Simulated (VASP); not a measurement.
# Ti (Fm-3m) in VASP: further runs

The runs below take Ti through single point, with r2SCAN.

All numbers are computed with VASP 6.6.1; they aren't measurements. Logs are shortened: lines on timing, memory, paths and dates and some standing lists are left out, and cuts for length are marked.

### Step 1. The cell of the first run

The structure is cubic, space group Fm-3m (No. 225). The conventional cell has a = 4.060 Å, b = 4.060 Å, c = 4.060 Å, α = 90.00°, β = 90.00°, γ = 90.00°. Ti (site symmetry m-3m) has 12 Ti at 2.87 Å within 3.8 Å.

### Step 2. Single point, r2SCAN

Input file POSCAR:

```
Ti
1.0
    0.0000000000      2.0300000000      2.0300000000
    2.0300000000      0.0000000000      2.0300000000
    2.0300000000      2.0300000000      0.0000000000
Ti
1
Direct
    0.0000000000      0.0000000000      0.0000000000
```

Input file INCAR.step1:

```
SYSTEM = Ti
  PREC = Accurate
  ENCUT = 520
  ISMEAR = 0
  SIGMA = 0.1
  LREAL = .False.
  LASPH = .True.
  NELM = 100
  NBANDS = 12
  GGA = PE
  ALGO = Normal
  EDIFF = 1E-4
  LWAVE = .True.
  LCHARG = .False.
```

Input file INCAR.step2:

```
SYSTEM = Ti
  PREC = Accurate
  ENCUT = 520
  EDIFF = 1E-7
  ISMEAR = 0
  SIGMA = 0.1
  LREAL = .False.
  LASPH = .True.
  NELM = 100
  ALGO = Normal
  ISIF = 2
  LWAVE = .False.
  LCHARG = .False.
  METAGGA = R2SCAN
  LMIXTAU = .True.
  NBANDS = 12
  ISTART = 1
```

Input file KPOINTS:

```
regular mesh
0
Gamma
  8 8 8
  0 0 0
```

Potentials or basis: VASP PAW PBE potentials, release 64 (Ti_sv).

Started as:

```bash
cat potpaw_PBE.64/Ti_sv/POTCAR > POTCAR
cp INCAR.step1 INCAR
mpirun -np 1 vasp_std > vasp.out
cp INCAR.step2 INCAR
mpirun -np 1 vasp_std > vasp.out
```

OUTCAR:

```text
SYSTEM = Ti
   PREC = Accurate
   ENCUT = 520
   EDIFF = 1E-7
   ISMEAR = 0
   LREAL = .False.
   LASPH = .True.
   NELM = 100
   ISIF = 2
   METAGGA = R2SCAN
   ISTART = 1

 ion  position               nearest neighbor table
   1  0.000  0.000  0.000-

  LATTYP: Found a face centered cubic cell.
 ALAT       =     4.0600000000

  Lattice vectors:

 A1 = (   0.0000000000,   2.0300000000,   2.0300000000)
 A2 = (   2.0300000000,   0.0000000000,   2.0300000000)
 A3 = (   2.0300000000,   2.0300000000,   0.0000000000)

Analysis of symmetry for initial positions (statically):
=====================================================================
 Subroutine PRICEL returns:
 Original cell was already a primitive cell.

 Routine SETGRP: Setting up the symmetry group for a
 face centered cubic supercell.

 Subroutine GETGRP returns: Found 48 space group operations
 (whereof 48 operations were pure point group operations)
 out of a pool of 48 trial point group operations.

The static configuration has the point symmetry O_h .

Analysis of symmetry for dynamics (positions and initial velocities):
=====================================================================
 Subroutine PRICEL returns:
 Original cell was already a primitive cell.

 Routine SETGRP: Setting up the symmetry group for a
 face centered cubic supercell.

 Subroutine GETGRP returns: Found 48 space group operations
 (whereof 48 operations were pure point group operations)
 out of a pool of 48 trial point group operations.

The dynamic configuration has the point symmetry O_h .

 Subroutine INISYM returns: Found 48 space group operations
 (whereof 48 operations are pure point group operations),
 and found     1 'primitive' translations

----------------------------------------------------------------------------------------

                                     Primitive cell

  volume of cell :      16.7309

  direct lattice vectors                    reciprocal lattice vectors
     0.000000000  2.030000000  2.030000000    -0.246305419  0.246305419  0.246305419
     2.030000000  0.000000000  2.030000000     0.246305419 -0.246305419  0.246305419
     2.030000000  2.030000000  0.000000000     0.246305419  0.246305419 -0.246305419

  length of vectors
     2.870853532  2.870853532  2.870853532     0.426613499  0.426613499  0.426613499

  position of ions in fractional coordinates (direct lattice)
     0.000000000  0.000000000  0.000000000

  ion indices of the primitive-cell ions
   primitive index   ion index
                 1           1

----------------------------------------------------------------------------------------

 KPOINTS: regular mesh

Automatic generation of k-mesh.
 Grid dimensions read from file:
 generate k-points for:    8    8    8

 Generating k-lattice:

  Cartesian coordinates                     Fractional coordinates (reciprocal lattice)
    -0.030788177  0.030788177  0.030788177     0.125000000  0.000000000  0.000000000
     0.030788177 -0.030788177  0.030788177     0.000000000  0.125000000  0.000000000
     0.030788177  0.030788177 -0.030788177     0.000000000  0.000000000  0.125000000

  Length of vectors
     0.053326687  0.053326687  0.053326687

  Shift w.r.t. Gamma in fractional coordinates (k-lattice)
     0.000000000  0.000000000  0.000000000

 Subroutine IBZKPT returns following result:
 ===========================================

 Found     29 irreducible k-points:

 Following reciprocal coordinates:
            Coordinates               Weight
  0.000000  0.000000  0.000000      1.000000
  0.125000  0.000000  0.000000      8.000000
  0.250000  0.000000  0.000000      8.000000
  0.375000  0.000000  0.000000      8.000000
  0.500000  0.000000  0.000000      4.000000
  0.125000  0.125000  0.000000      6.000000
[... 16 lines left out ...]
  0.500000  0.250000  0.125000     48.000000
 -0.375000  0.250000  0.125000     24.000000
 [... further k-points ...]
   k-points           NKPTS =     29   k-points in BZ     NKDIM =     29   number of bands    NBANDS=     12
   number of dos      NEDOS =    301   number of ions     NIONS =      1
   total plane-waves  NPLWV =  13824
   dimension x,y,z NGX =    24 NGY =   24 NGZ =   24
   dimension x,y,z NGXF=    48 NGYF=   48 NGZF=   48
   ions per type =               1
   NGX,Y,Z   is equivalent  to a cutoff of  13.90, 13.90, 13.90 a.u.
   NGXF,Y,Z  is equivalent  to a cutoff of  27.80, 27.80, 27.80 a.u.
 SYSTEM =  Ti
   PREC   = accura    normal or accurate (medium, high low for compatibility)
   ISTART =      1    job   : 0-new  1-cont  2-samecut
   ICHARG =      0    charge: 1-file 2-atom 10-const
   ISPIN  =      1    spin polarized calculation?
   LNONCOLLINEAR =      F non collinear calculations
   LSORBIT =      F    spin-orbit coupling
   LASPH  =      T    aspherical Exc in radial PAW
   ENCUT  =  520.0 eV  38.22 Ry    6.18 a.u.   5.34  5.34  5.34*2*pi/ulx,y,z
[... 19 lines left out ...]
   IMIX   =      4    mixing-type and parameters
     AMIX     =   0.40;   BMIX     =  1.00
     AMIX_MAG =   1.60;   BMIX_MAG =  1.00
  volume/ion in A,a.u.               =      16.73       112.91
  Fermi-wavevector in a.u.,A,eV,Ry     =   1.465421  2.769245 29.217967  2.147460
  Thomas-Fermi vector in A             =   2.581280
   LORBIT       =      0    0 simple, 1 ext, 2 COOP (PROOUT), +10 PAW based schemes
   METAGGA = R2SCAN    functional components
   LHFCALC =     F    Hartree Fock is set to
   AEXX    =    0.0000 exact exchange contribution
   IVDW    =     0    specifies the selected vdW correction
   LEPSILON=     F    determine dielectric tensor
   LRPA    =     F    only Hartree local field effects (RPA)
 non-spin polarized calculation
 Gauss-broadening in eV      SIGMA  =   0.10
  energy-cutoff  :      520.00
  volume of cell :       16.73
 maximum number of plane-waves:       464
 NGX is ok and might be reduce to    24
   NGX = 11   NGY = 11   NGZ = 11

 number of electron      12.0000002 magnetization

 Free energy of the ion-electron system (eV)
  ---------------------------------------------------
  ext. energy  EPLUGINS =         0.00000000
  ---------------------------------------------------
  free energy    TOTEN  =       -12.86998010 eV

  energy without entropy =      -12.86353034  energy(sigma->0) =      -12.86675522

 E-fermi :   8.6923     XC(G=0): -12.6070

 val. band max:        8.6800122408   @ k =  -0.2500   0.2500   0.0000
 cond. band min:       8.7003751516   @ k =   0.3750   0.0000   0.0000
 fundamental gap:      0.0203629108
 Fermi energy:         8.6923138138

 k-point     1 :       0.0000    0.0000    0.0000
  band No.  band energies     occupation
      1     -50.3532      2.00000
      2     -25.1104      2.00000
      3     -25.1103      2.00000
      4     -25.1103      2.00000
      5       2.0877      2.00000
      6       9.6559      0.00000
      7       9.6559      0.00000
      8       9.6559      0.00000
      9      11.5433      0.00000
     10      11.5433      0.00000
     11      24.6211      0.00000
     12      29.7044      0.00000

 k-point     2 :       0.1250    0.0000    0.0000
  band No.  band energies     occupation
      1     -50.3315      2.00000
      2     -25.2296      2.00000
      3     -25.1249      2.00000
      4     -25.1249      2.00000
      5       2.6198      2.00000
      6       9.3236      0.00000
      7       9.8304      0.00000
      8       9.8304      0.00000
      9      11.4383      0.00000
     10      11.4383      0.00000
     11      24.9291      0.00000
     12      26.8324      0.00000

 k-point     3 :       0.2500    0.0000    0.0000
  band No.  band energies     occupation
      1     -50.2789      2.00000
      2     -25.5114      2.00000
      3     -25.1599      2.00000
      4     -25.1599      2.00000
      5       4.0034      2.00000
      6       8.7244      0.64997
      7       9.9571      0.00000
      8       9.9571      0.00000
      9      11.5801      0.00000
     10      11.5801      0.00000
     11      22.5054      0.00000
     12      25.5026      0.00000
[... 286 lines left out ...]
 k-point    23 :       0.5000    0.2500    0.1250
  band No.  band energies     occupation
      1     -50.1970      2.00000
      2     -25.7230      2.00000
      3     -25.3875      2.00000
      4     -25.2496      2.00000
      5       6.3959      2.00000
      6       7.9564      2.00000
      7       8.8279      0.05518
      8      10.6575      0.00000
      9      11.9714      0.00000
     10      13.6864      0.00000
     11      19.6145      0.00000
     12      22.9238      0.00000

 k-point    24 :      -0.3750    0.2500    0.1250
  band No.  band energies     occupation
      1     -50.1792      2.00000
      2     -25.7852      2.00000
      3     -25.4146      2.00000
      4     -25.2731      2.00000
      5       6.9259      2.00000
      6       7.7872      2.00000
      7       8.9239      0.00106
      8      10.4801      0.00000
      9      12.4524      0.00000
     10      14.7125      0.00000
     11      17.4288      0.00000
     12      23.0572      0.00000

 [... further k-points ...]

------------------------ aborting loop because EDIFF is reached ----------------------------------------

  FORCE on cell =-STRESS in cart. coord.  units (eV):
  Direction    XX          YY          ZZ          XY          YZ          ZX
  --------------------------------------------------------------------------------------
  -------------------------------------------------------------------------------------
  Total        0.5221466      0.5221466      0.5221466     -0.0000000      0.0000000      0.0000000
  in kB       50.0017181     50.0017181     50.0017181     -0.0000000      0.0000000      0.0000000
  external PRESSURE =      50.0017181 kB  Pullay stress =       0.0000000 kB

 VOLUME and BASIS-vectors are now :
 -----------------------------------------------------------------------------
  energy-cutoff  :      520.00
  volume of cell :       16.73
      direct lattice vectors                 reciprocal lattice vectors
     0.000000000  2.030000000  2.030000000    -0.246305419  0.246305419  0.246305419
     2.030000000  0.000000000  2.030000000     0.246305419 -0.246305419  0.246305419
     2.030000000  2.030000000  0.000000000     0.246305419  0.246305419 -0.246305419

 POSITION                                       TOTAL-FORCE (eV/Angst)
 -----------------------------------------------------------------------------------
      0.00000      0.00000      0.00000         0.000000      0.000000      0.000000
 -----------------------------------------------------------------------------------
    total drift:                                0.000000      0.000000      0.000000

  FREE ENERGIE OF THE ION-ELECTRON SYSTEM (eV)
  ---------------------------------------------------
  free  energy   TOTEN  =       -12.8699800988 eV

  energy  without entropy=      -12.8635303407  energy(sigma->0) =      -12.86675522
```

Run time: 24 s. Hardware: 1 thread of Intel Xeon Platinum 8488C (Sapphire Rapids), shared host; peak memory 0.14 GiB.

Results:

* Free energy: -12.8700 eV
* Pressure: 5.0 GPa
* Band gap on the k mesh: zero (band 6 reaches 9.66 eV, above the bottom of band 7 at 8.20 eV)

Levels at points of the mesh, in eV from the Fermi level:
| k point | band 3 | band 4 | band 5 | band 6 | band 7 | band 8 | band 9 | band 10 |
| --- | --- | --- | --- | --- | --- | --- | --- | --- |
| (0.00, 0.00, 0.00) | -33.80 | -33.80 | -6.60 | 0.96 | 0.96 | 0.96 | 2.85 | 2.85 |
| (0.50, 0.00, 0.00) | -33.90 | -33.90 | -2.85 | 0.50 | 0.88 | 0.88 | 3.94 | 3.94 |
| (0.50, 0.50, 0.00) | -34.07 | -34.07 | -2.85 | -1.94 | 2.94 | 3.99 | 4.19 | 4.19 |

Caveat: the PAW data sets were made with another functional, which shifts forces and pressure a little.

### Step 3. Single point, r2SCAN (volume scaled by 0.94)

Input file POSCAR:

```
Ti
1.0
    0.0000000000      2.0131979756      2.0131979756
    2.0131979756      0.0000000000      2.0131979756
    2.0131979756      2.0131979756      0.0000000000
Ti
1
Direct
    0.0000000000      0.0000000000      0.0000000000
```

Input file INCAR.step1:

```
PREC     = Accurate       # precision mode
ENCUT    = 520            # plane-wave cutoff, eV
ISMEAR   = 0              # smearing method
SIGMA    = 0.1            # smearing width, eV
LREAL    = F              # projectors in reciprocal space
LASPH    = T              # aspherical terms in the spheres
NELM     = 60             # most SCF steps
NBANDS   = 12             # bands
GGA      = PE             # functional
ALGO     = Normal         # electronic algorithm
EDIFF    = 1E-4           # SCF threshold, eV
LWAVE    = T              # write WAVECAR
LCHARG   = F              # write CHGCAR
```

Input file INCAR.step2:

```
PREC     = Accurate       # precision mode
ENCUT    = 520            # plane-wave cutoff, eV
EDIFF    = 1E-7           # SCF threshold, eV
ISMEAR   = 0              # smearing method
SIGMA    = 0.1            # smearing width, eV
LREAL    = F              # projectors in reciprocal space
LASPH    = T              # aspherical terms in the spheres
NELM     = 60             # most SCF steps
ALGO     = Normal         # electronic algorithm
ISIF     = 2              # what is computed and relaxed
LWAVE    = F              # write WAVECAR
LCHARG   = F              # write CHGCAR
METAGGA  = R2SCAN         # meta-GGA
LMIXTAU  = T            
NBANDS   = 12             # bands
ISTART   = 1
```

Input file KPOINTS:

```
Automatic mesh
0
Gamma
  18 18 18
```

Potentials or basis: VASP PAW PBE potentials, release 64 (Ti_sv).

Started as:

```bash
cat potpaw_PBE.64/Ti_sv/POTCAR > POTCAR
cp INCAR.step1 INCAR
mpirun -np 1 vasp_std > vasp.out
cp INCAR.step2 INCAR
mpirun -np 1 vasp_std > vasp.out
```

Run time: 59 s. Hardware: 1 thread of Intel Xeon 6975P-C (Granite Rapids), shared host; peak memory 0.17 GiB.

It converged, with:

| Item | Value |
| --- | --- |
| Free energy | -12.8562 eV |
| Pressure | 8.1 GPa |
| Band gap on the k mesh | zero (band 6 reaches 9.96 eV, above the bottom of band 7 at 8.46 eV) |

Levels at points of the mesh, in eV from the Fermi level:
```csv
k point,band 2,band 3,band 4,band 5,band 6,band 7,band 8,band 9,band 10,band 11
"(0.00, 0.00, 0.00)",-33.65,-33.65,-33.65,-6.61,1.04,1.04,1.04,2.99,2.99,16.12
"(0.50, 0.00, 0.00)",-34.51,-33.76,-33.76,-2.86,0.62,0.95,0.95,4.12,4.12,9.28
"(0.50, 0.50, 0.00)",-34.45,-33.95,-33.95,-2.89,-1.96,3.12,4.18,4.39,4.39,11.78
```

Caveat: the cell differs from its parent crystal (volume scaled by 0.94); the PAW data sets were made with another functional, which shifts forces and pressure a little.

### Step 4. Single point, r2SCAN (volume scaled by 0.97)

Input file POSCAR:

```
Ti
1.0
    0.0000000000      2.0343910907      2.0343910907
    2.0343910907      0.0000000000      2.0343910907
    2.0343910907      2.0343910907      0.0000000000
Ti
1
Direct
    0.0000000000      0.0000000000      0.0000000000
```

Input file INCAR.step1:

```
PREC = Accurate ; ENCUT = 520
ISMEAR = 0 ; SIGMA = 0.1
LREAL = F ; LASPH = T
NELM = 80 ; NBANDS = 12
GGA = PE ; ALGO = Normal
EDIFF = 1E-4 ; LWAVE = T
LCHARG = F
```

Input file INCAR.step2:

```
PREC = Accurate ; ENCUT = 520
EDIFF = 1E-6 ; ISMEAR = 0
SIGMA = 0.1 ; LREAL = F
LASPH = T ; NELM = 80
ALGO = Normal ; ISIF = 2
LWAVE = F ; LCHARG = T
METAGGA = R2SCAN ; LMIXTAU = T
LELF = T ; LVHAR = T
NBANDS = 12 ; ISTART = 1
```

Input file KPOINTS:

```
regular mesh
0
Gamma
  18 18 18
```

Started as:

```bash
cat potpaw_PBE.64/Ti_sv/POTCAR > POTCAR
cp INCAR.step1 INCAR
mpirun -np 1 vasp_std > vasp.out
cp INCAR.step2 INCAR
mpirun -np 1 vasp_std > vasp.out
```

Run time: 52 s. Hardware: 1 thread of Intel Xeon 6975P-C (Granite Rapids), shared host; peak memory 0.17 GiB.

Results (log left out):

```yaml
Free_energy: -12.8762 eV
Pressure: 4.0 GPa
Band_gap_on_the_k_mesh: zero (band 6 reaches 9.59 eV, above the bottom of band 7 at 8.12 eV)
```

Levels at points of the mesh, in eV from the Fermi level:
```tsv
k point	band 4	band 5	band 6	band 7	band 8	band 9
(0.00, 0.00, 0.00)	-33.75	-6.54	1.02	1.02	1.02	2.90
(0.50, 0.00, 0.00)	-33.85	-2.78	0.53	0.94	0.94	3.97
(0.50, 0.50, 0.00)	-34.02	-2.77	-1.86	2.96	4.03	4.22
```

Caveat: the cell differs from its parent crystal (volume scaled by 0.97); the PAW data sets were made with another functional, which shifts forces and pressure a little.

### Step 5. Single point, r2SCAN

This run uses another cell than the first one, of 17.36 Å³/atom, 1.038 times its volume.

Input file POSCAR:

```
Ti
1.0
    0.0000000000      2.0551516173      2.0551516173
    2.0551516173      0.0000000000      2.0551516173
    2.0551516173      2.0551516173      0.0000000000
Ti
1
Direct
    0.0000000000      0.0000000000      0.0000000000
```

Input file INCAR.step1:

```
SYSTEM = Ti
ALGO     = Normal         ! electronic algorithm
EDIFF    = 1E-4           ! SCF threshold, eV
ENCUT    = 520            ! plane-wave cutoff, eV
GGA      = PE             ! functional
ISMEAR   = 0              ! smearing method
LASPH    = .TRUE.         ! aspherical terms in the spheres
LCHARG   = .FALSE.        ! write CHGCAR
LREAL    = .FALSE.        ! projectors in reciprocal space
LWAVE    = .TRUE.         ! write WAVECAR
NBANDS   = 12             ! bands
NELM     = 80             ! most SCF steps
PREC     = Accurate       ! precision mode
SIGMA    = 0.1            ! smearing width, eV
```

Input file INCAR.step2:

```
SYSTEM = Ti
ALGO     = Normal         ! electronic algorithm
EDIFF    = 1E-6           ! SCF threshold, eV
ENCUT    = 520            ! plane-wave cutoff, eV
ISIF     = 2              ! what is computed and relaxed
ISMEAR   = 0              ! smearing method
ISTART   = 1            
LASPH    = .TRUE.         ! aspherical terms in the spheres
LCHARG   = .TRUE.         ! write CHGCAR
LELF     = .TRUE.         ! ELF
LMIXTAU  = .TRUE.       
LREAL    = .FALSE.        ! projectors in reciprocal space
LVHAR    = .TRUE.       
LWAVE    = .FALSE.        ! write WAVECAR
METAGGA  = R2SCAN         ! meta-GGA
NBANDS   = 12             ! bands
NELM     = 80             ! most SCF steps
PREC     = Accurate       ! precision mode
SIGMA    = 0.1            ! smearing width, eV
```

Input file KPOINTS:

```
k-points
0
G
  18 18 18
  0 0 0
```

Started as:

```bash
cat potpaw_PBE.64/Ti_sv/POTCAR > POTCAR
cp INCAR.step1 INCAR
mpirun -np 1 vasp_std > vasp.out
cp INCAR.step2 INCAR
mpirun -np 1 vasp_std > vasp.out
```

Wall time 60 s (1 thread of Intel Xeon 6975P-C (Granite Rapids), shared host); peak memory 0.17 GiB.

It converged, with:

| Quantity | Value |
| --- | --- |
| Free energy | -12.8836 eV |
| Pressure | 0.4 GPa |
| Band gap on the k mesh | zero (band 6 reaches 9.23 eV, above the bottom of band 7 at 7.81 eV) |

Levels at points of the mesh, in eV from the Fermi level:
```
           k point  band 2  band 3  band 4  band 5  band 6  band 7  band 8  band 9  band 10  band 11
(0.00, 0.00, 0.00)  -33.85  -33.85  -33.85   -6.47    1.00    1.00    1.00    2.81     2.81    15.79
(0.50, 0.00, 0.00)  -34.55  -33.94  -33.94   -2.71    0.45    0.93    0.93    3.83     3.83     8.59
(0.50, 0.50, 0.00)  -34.50  -34.09  -34.09   -2.65   -1.77    2.81    3.89    4.07     4.07    11.03
```

Caveat: the PAW data sets were made with another functional, which shifts forces and pressure a little.

### Step 6. Summary

| cell | k mesh | gap on the mesh (eV) | pressure (GPa) |
| --- | --- | --- | --- |
| a = 2.871 Å, angles 60.0°, 1 atom | 8 × 8 × 8 | none | 5.0 |
| a = 2.847 Å, angles 60.0°, 1 atom | 18 × 18 × 18 | none | 8.1 |
| a = 2.877 Å, angles 60.0°, 1 atom | 18 × 18 × 18 | none | 4.0 |
| a = 2.906 Å, angles 60.0°, 1 atom | 18 × 18 × 18 | none | 0.4 |

Alike in all rows: task single point; level r2SCAN; potentials or basis VASP PAW PBE potentials, release 64 (Ti_sv); no spin polarisation; cutoff (eV) 520; smearing gaussian 0.1 eV.

Caveats: the PAW data sets were made with another functional, which shifts forces and pressure a little.

Total energies depend on the potentials used, so only differences within one code and one set of settings carry meaning.
